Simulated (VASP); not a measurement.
# Si16N (a cell with a defect) in VASP: single point with PBE

Aim: the single point of Si16N (a cell with a defect) with PBE.

Everything below comes from runs of VASP 6.6.1. Logs are shortened: lines on timing, memory, paths and dates and some standing lists are left out, and cuts for length are marked.

**1. The cell of the first run**

The cell holds a defect, 17 atoms: a = 7.679 Å, b = 7.679 Å, c = 7.679 Å, α = 60.00°, β = 60.00°, γ = 60.00°.

**2. Single point, PBE, collinear spin, ferromagnetic start**

File INCAR:

```
SYSTEM = Si16N
ALGO = Normal
EDIFF = 1E-6
ENCUT = 520
GGA = PE
ISIF = 2
ISMEAR = -1
ISPIN = 2
LASPH = .True.
LCHARG = .False.
LORBIT = 11
LREAL = Auto
LWAVE = .False.
MAGMOM = 0 0 0 0 0 0 0 0 0 0 0 0 0 0 0 0 1
NBANDS = 52
NELM = 150
PREC = Accurate
SIGMA = 0.05
```

File KPOINTS:

```
k-points
0
Gamma
  2 2 2
  0 0 0
```

File POSCAR:

```
Si16N
1.0
    0.0000000000      5.4300000000      5.4300000000
    5.4300000000      0.0000000000      5.4300000000
    5.4300000000      5.4300000000      0.0000000000
Si N
16 1
Direct
   -0.0067679558      0.0128821363     -0.0118324125
    0.1018968692      0.1472375691      0.1258379374
    0.0305801105      0.0110220994      0.4897882136
    0.1391620626      0.1318692449      0.6153130755
   -0.0296869245      0.5241988950     -0.0414917127
    0.0946408840      0.6424309392      0.0932412523
   -0.0122099448      0.5127624309      0.4669981584
    0.1389042357      0.6365285451      0.5598987109
    0.4704235727     -0.0164825046      0.0326703499
    0.6194198895      0.1403038674      0.0959576427
    0.4951289134      0.0349079190      0.4622007366
    0.6258011050      0.1037937385      0.6425414365
    0.4740607735      0.5209300184     -0.0215377532
    0.5800552486      0.6197237569      0.1365745856
    0.4940055249      0.4763996317      0.6099723757
    0.6269705341      0.6869337017      0.5964917127
    0.4104511971      0.5573756906      0.4009668508
```

Potentials or basis: VASP PAW PBE potentials, release 64 (Si, N).

Run with:

```
> cat potpaw_PBE.64/Si/POTCAR potpaw_PBE.64/N/POTCAR > POTCAR
> mpirun -np 1 vasp_std > vasp.out
```

OUTCAR:

```text
SYSTEM = Si16N
   EDIFF = 1E-6
   ENCUT = 520
   GGA = PE
   ISIF = 2
   ISMEAR = -1
   ISPIN = 2
   LASPH = .True.
   LORBIT = 11
   LREAL = Auto
   NELM = 150
   PREC = Accurate

 ion  position               nearest neighbor table
   1  0.993  0.013  0.988-   6 2.34   4 2.34  10 2.35   2 2.39
   2  0.102  0.147  0.126-   3 2.31   9 2.33   5 2.39   1 2.39
   3  0.031  0.011  0.490-   4 2.23   2 2.31   8 2.40  12 2.55
   4  0.139  0.132  0.615-   3 2.23  11 2.24   1 2.34   7 2.41
   5  0.970  0.524  0.959-   6 2.37   2 2.39  14 2.47   8 2.51
   6  0.095  0.642  0.093-   1 2.34   7 2.35   5 2.37  13 2.38
   7  0.988  0.513  0.467-  16 2.31   8 2.32   6 2.35   4 2.41
   8  0.139  0.637  0.560-  17 1.77   7 2.32   3 2.40   5 2.51  15 2.51
   9  0.470  0.984  0.033-  14 2.29   2 2.33  10 2.35  12 2.45
  10  0.619  0.140  0.096-  11 2.30   1 2.35   9 2.35  13 2.39
  11  0.495  0.035  0.462-  16 2.19   4 2.24  10 2.30  12 2.42
  12  0.626  0.104  0.643-  11 2.42  15 2.43   9 2.45   3 2.55
  13  0.474  0.521  0.978-  14 2.29   6 2.38  10 2.39  16 2.43  15 2.94
  14  0.580  0.620  0.137-  17 1.75  13 2.29   9 2.29   5 2.47  15 3.03
  15  0.494  0.476  0.610-  17 1.73  16 2.25  12 2.43   8 2.51  13 2.94  14 3.03
  16  0.627  0.687  0.596-  11 2.19  15 2.25   7 2.31  13 2.43
  17  0.410  0.557  0.401-  15 1.73  14 1.75   8 1.77

  LATTYP: Found a face centered cubic cell.
 ALAT       =    10.8600000000

  Lattice vectors:

 A1 = (   0.0000000000,   5.4300000000,   5.4300000000)
 A2 = (   5.4300000000,   0.0000000000,   5.4300000000)
 A3 = (   5.4300000000,   5.4300000000,   0.0000000000)

Analysis of symmetry for initial positions (statically):
=====================================================================
 Subroutine PRICEL returns:
 Original cell was already a primitive cell.

 Routine SETGRP: Setting up the symmetry group for a
 face centered cubic supercell.

 Subroutine GETGRP returns: Found  1 space group operations
 (whereof  1 operations were pure point group operations)
 out of a pool of 48 trial point group operations.

The static configuration has the point symmetry C_1 .

Analysis of symmetry for dynamics (positions and initial velocities):
=====================================================================
 Subroutine PRICEL returns:
 Original cell was already a primitive cell.

 Routine SETGRP: Setting up the symmetry group for a
 face centered cubic supercell.

 Subroutine GETGRP returns: Found  1 space group operations
 (whereof  1 operations were pure point group operations)
 out of a pool of 48 trial point group operations.

The dynamic configuration has the point symmetry C_1 .

Analysis of structural, dynamic, and magnetic symmetry:
=====================================================================
 Subroutine PRICEL returns:
 Original cell was already a primitive cell.

 Routine SETGRP: Setting up the symmetry group for a
 face centered cubic supercell.

 Subroutine GETGRP returns: Found  1 space group operations
 (whereof  1 operations were pure point group operations)
 out of a pool of 48 trial point group operations.

The overall configuration has the point symmetry C_1 .

 Subroutine INISYM returns: Found  1 space group operations
 (whereof  1 operations are pure point group operations),
 and found     1 'primitive' translations

----------------------------------------------------------------------------------------

                                     Primitive cell

  volume of cell :     320.2060

  direct lattice vectors                    reciprocal lattice vectors
     0.000000000  5.430000000  5.430000000    -0.092081031  0.092081031  0.092081031
     5.430000000  0.000000000  5.430000000     0.092081031 -0.092081031  0.092081031
     5.430000000  5.430000000  0.000000000     0.092081031  0.092081031 -0.092081031

  length of vectors
     7.679179644  7.679179644  7.679179644     0.159489025  0.159489025  0.159489025

  position of ions in fractional coordinates (direct lattice)
     0.993232044  0.012882136  0.988167588
     0.101896869  0.147237569  0.125837937
     0.030580110  0.011022099  0.489788214
     0.139162063  0.131869245  0.615313075
     0.970313076  0.524198895  0.958508287
     0.094640884  0.642430939  0.093241252
[... 9 lines left out ...]
     0.626970534  0.686933702  0.596491713
     0.410451197  0.557375691  0.400966851

  ion indices of the primitive-cell ions
[... 62 lines left out ...]
   NGXF,Y,Z  is equivalent  to a cutoff of  25.98, 25.98, 25.98 a.u.
 SYSTEM =  Si16N
   PREC   = accura    normal or accurate (medium, high low for compatibility)
   ISTART =      0    job   : 0-new  1-cont  2-samecut
   ICHARG =      2    charge: 1-file 2-atom 10-const
   ISPIN  =      2    spin polarized calculation?
   LNONCOLLINEAR =      F non collinear calculations
   LSORBIT =      F    spin-orbit coupling
   LASPH  =      T    aspherical Exc in radial PAW
   ENCUT  =  520.0 eV  38.22 Ry    6.18 a.u.  14.28 14.28 14.28*2*pi/ulx,y,z
   NELM   =    150;   NELMIN=  2; NELMDL= -5     # of ELM steps
   EDIFF  = 0.1E-05   stopping-criterion for ELM
   LREAL  =      T    real-space projection
   EDIFFG = 0.1E-04   stopping-criterion for IOM
   NSW    =      0    number of steps for IOM
   IBRION =     -1    ionic relax: 0-MD 1-quasi-New 2-CG
   NFREE  =      0    steps in history (QN), initial steepest desc. (CG)
   ISIF   =      2    stress and relaxation
   ISYM   =      2    0-nonsym 1-usesym 2-fastsym
   POTIM  = 0.5000    time-step for ionic-motion
   TEBEG  =    0.0;   TEEND  =   0.0 temperature during run
   PSTRESS=    0.0 pullay stress
   NELECT =      69.0000    total number of electrons
   NUPDOWN=      -1.0000    fix difference up-down
   EMIN   =  10.00;   EMAX   =-10.00  energy-range for DOS
   EFERMI =   0.00;   METHOD = LEGACY
   ISMEAR =    -1;   SIGMA  =   0.05  broadening in eV -4-tet -1-fermi 0-gaus
   EFERMI_NEDOS =   21; number of points for ismear=-14 and -15
   IALGO  =     38    algorithm
   IMIX   =      4    mixing-type and parameters
     AMIX     =   0.40;   BMIX     =  1.00
     AMIX_MAG =   1.60;   BMIX_MAG =  1.00
  volume/ion in A,a.u.               =      18.84       127.11
  Fermi-wavevector in a.u.,A,eV,Ry     =   0.981480  1.854728 13.106528  0.963303
  Thomas-Fermi vector in A             =   2.112490
   LORBIT       =     11    0 simple, 1 ext, 2 COOP (PROOUT), +10 PAW based schemes
   GGA     = PE    functional components
   LHFCALC =     F    Hartree Fock is set to
   AEXX    =    0.0000 exact exchange contribution
   IVDW    =     0    specifies the selected vdW correction
   LEPSILON=     F    determine dielectric tensor
   LRPA    =     F    only Hartree local field effects (RPA)
 spin polarized calculation
  energy-cutoff  :      520.00
  volume of cell :      320.21
 maximum number of plane-waves:      8646
 NGX is ok and might be reduce to    60
   NGX = 29   NGY = 29   NGZ = 29

 number of electron      68.9999999 magnetization       0.0000426

 Free energy of the ion-electron system (eV)
  ---------------------------------------------------
  ext. energy  EPLUGINS =         0.00000000
  ---------------------------------------------------
  free energy    TOTEN  =       -91.33770634 eV

  energy without entropy =      -91.30802019  energy(sigma->0) =      -91.32286326

 E-fermi :   6.2693     XC(G=0):  -9.5641

 val. band max:        6.0797343221   @ k =   0.5000   0.0000   0.5000
 cond. band min:       6.2888554551   @ k =   0.5000   0.5000   0.5000
 fundamental gap:      0.2091211330
 Fermi energy:         6.2693001875

 spin component 1

 k-point     1 :       0.0000    0.0000    0.0000
  band No.  band energies     occupation
      1     -10.6240      1.00000
      2      -5.7598      1.00000
      3      -4.1331      1.00000
      4      -3.8689      1.00000
      5      -3.5759      1.00000
      6      -3.1326      1.00000
[... 381 lines left out ...]
     45      10.0963      0.00000
     46      10.1551      0.00000
 Fermi energy:         6.2693001875

 spin component 2

 k-point     1 :       0.0000    0.0000    0.0000
  band No.  band energies     occupation
      1     -10.6239      1.00000
      2      -5.7598      1.00000
      3      -4.1331      1.00000
      4      -3.8689      1.00000
      5      -3.5759      1.00000
      6      -3.1326      1.00000
[... 381 lines left out ...]
     45      10.0963      0.00000
     46      10.1551      0.00000
 [bands above 46 left out]

------------------------ aborting loop because EDIFF is reached ----------------------------------------

  FORCE on cell =-STRESS in cart. coord.  units (eV):
  Direction    XX          YY          ZZ          XY          YZ          ZX
  --------------------------------------------------------------------------------------
  -------------------------------------------------------------------------------------
  Total        4.2014813     11.1548884      7.0208318      0.8602999      0.1243399      3.0454117
  in kB       21.0224600     55.8144084     35.1293139      4.3045817      0.6221448     15.2379699
  external PRESSURE =      37.3220607 kB  Pullay stress =       0.0000000 kB

 VOLUME and BASIS-vectors are now :
 -----------------------------------------------------------------------------
  energy-cutoff  :      520.00
  volume of cell :      320.21
      direct lattice vectors                 reciprocal lattice vectors
     0.000000000  5.430000000  5.430000000    -0.092081031  0.092081031  0.092081031
     5.430000000  0.000000000  5.430000000     0.092081031 -0.092081031  0.092081031
     5.430000000  5.430000000  0.000000000     0.092081031  0.092081031 -0.092081031

 POSITION                                       TOTAL-FORCE (eV/Angst)
 -----------------------------------------------------------------------------------
      5.43570     10.75900      5.46320         0.267050      0.275303     -0.019867
      1.48280      1.23660      1.35280        -0.275562     -0.489475      0.260936
      2.71940      2.82560      0.22590        -0.364707     -1.442073     -2.400888
      4.05720      4.09680      1.47170         1.463986     -0.503967      0.105043
      8.05110     10.47350      8.11520        -0.088967      0.610011     -0.089528
      3.99470      1.02020      4.00230        -0.396628      0.211504      0.176294
[... 9 lines left out ...]
      6.96900      6.64340      7.13450        -0.453101      1.588823     -1.220180
      5.20380      4.40600      5.25530        -0.308571      0.361168     -0.233149
 -----------------------------------------------------------------------------------
    total drift:                               -0.002813     -0.001049     -0.002717

  FREE ENERGIE OF THE ION-ELECTRON SYSTEM (eV)
  ---------------------------------------------------
  free  energy   TOTEN  =       -91.3377063410 eV

  energy  without entropy=      -91.3080201863  energy(sigma->0) =      -91.32286326

 total charge

# of ion       s       p       d       tot
------------------------------------------
    1        0.739   0.950   0.000   1.690
    2        0.743   0.948   0.000   1.691
    3        0.750   0.945   0.000   1.695
    4        0.745   0.989   0.000   1.734
    5        0.763   0.865   0.000   1.628
    6        0.743   0.945   0.000   1.687
[... 9 lines left out ...]
   16        0.758   0.998   0.000   1.756
   17        1.255   2.623   0.000   3.878
--------------------------------------------------
tot         13.265  17.600   0.000  30.865

 magnetization (x)

# of ion       s       p       d       tot
------------------------------------------
    1       -0.000  -0.000   0.000  -0.000
    2       -0.000  -0.000   0.000  -0.000
    3        0.000   0.000   0.000   0.000
    4       -0.000  -0.000   0.000  -0.000
    5        0.000   0.000   0.000   0.000
    6       -0.000  -0.000   0.000  -0.000
[... 9 lines left out ...]
   16        0.000   0.000   0.000   0.000
   17       -0.000   0.000   0.000   0.000
--------------------------------------------------
tot          0.000   0.000   0.000   0.000
```

Wall time 16 min (1 thread of Oxide Virtual Turin-like, shared host); peak memory 0.67 GiB.

What came out:

```
Free energy                                           : -91.3377 eV
Pressure                                              : 3.7 GPa
Largest force                                         : 2.824 eV/Å
Net moment                                            : 0.00 μB per cell
Valence electrons inside the program's atomic spheres : Si 1.69, 1.70, 1.73, 1.63, 1.75, 1.62, 1.68, 1.67, 1.76 (each value once); N 3.88
```

Forces in eV/Å, atoms in the order of the input:
```
Si   0.267  0.275 -0.020
Si  -0.276 -0.489  0.261
Si  -0.365 -1.442 -2.401
Si   1.464 -0.504  0.105
Si  -0.089  0.610 -0.090
Si  -0.397  0.212  0.176
Si  -0.143  0.164 -0.012
Si   0.935 -0.302  0.179
Si  -0.799 -0.846  1.212
Si   0.005 -0.500  0.305
Si   1.078  0.404  1.723
Si   0.520  0.986  0.586
Si  -0.558 -0.610 -0.014
Si  -0.002 -0.354  0.446
Si  -0.879  0.448 -1.003
Si  -0.453  1.589 -1.220
N   -0.309  0.361 -0.233
```

Stress tensor (GPa, compression positive):
```
2.10 0.43 1.52
0.43 5.58 0.06
1.52 0.06 3.51
```

Levels at points of the mesh, in eV from the Fermi level:
Spin up:
```csv
k point,band 31,band 32,band 33,band 34,band 35,band 36,band 37,band 38
"(0.00, 0.00, 0.00)",-1.13,-0.86,-0.61,-0.36,-0.32,0.04,0.30,0.41
"(0.50, 0.00, 0.00)",-1.45,-1.20,-1.09,-0.62,0.17,0.83,1.05,1.17
"(0.00, 0.50, 0.00)",-1.26,-1.08,-0.87,-0.69,-0.28,0.66,0.93,1.19
"(0.00, 0.00, 0.50)",-1.38,-1.09,-0.89,-0.53,0.07,0.75,0.98,1.17
"(0.50, 0.50, 0.50)",-1.30,-1.26,-1.18,-0.86,0.02,0.62,0.98,1.10
"(0.50, 0.50, 0.00)",-1.81,-1.51,-1.47,-0.79,0.54,0.85,1.21,1.86
"(0.00, 0.50, 0.50)",-1.77,-1.39,-1.33,-1.07,0.13,0.95,1.31,1.85
"(0.50, 0.00, 0.50)",-1.67,-1.59,-1.22,-0.35,-0.19,0.94,1.09,1.66
```
Spin down:
```csv
k point,band 30,band 31,band 32,band 33,band 34,band 35,band 36,band 37,band 38,band 39
"(0.00, 0.00, 0.00)",-1.27,-1.13,-0.86,-0.61,-0.36,-0.32,0.04,0.30,0.41,0.53
"(0.50, 0.00, 0.00)",-1.56,-1.45,-1.20,-1.09,-0.62,0.17,0.83,1.05,1.17,1.20
"(0.00, 0.50, 0.00)",-1.63,-1.26,-1.08,-0.87,-0.69,-0.28,0.66,0.93,1.19,1.37
"(0.00, 0.00, 0.50)",-1.60,-1.38,-1.09,-0.89,-0.53,0.07,0.75,0.98,1.17,1.29
"(0.50, 0.50, 0.50)",-1.44,-1.30,-1.26,-1.18,-0.86,0.02,0.62,0.98,1.10,1.28
"(0.50, 0.50, 0.00)",-2.02,-1.81,-1.51,-1.47,-0.79,0.54,0.85,1.21,1.86,2.00
"(0.00, 0.50, 0.50)",-1.91,-1.77,-1.39,-1.33,-1.07,0.13,0.95,1.31,1.85,1.98
"(0.50, 0.00, 0.50)",-1.71,-1.67,-1.59,-1.22,-0.35,-0.19,0.94,1.09,1.66,1.85
```

Caveat: the k points lie up to 0.50 Å⁻¹ apart; the atoms stand as in a frame of molecular dynamics.
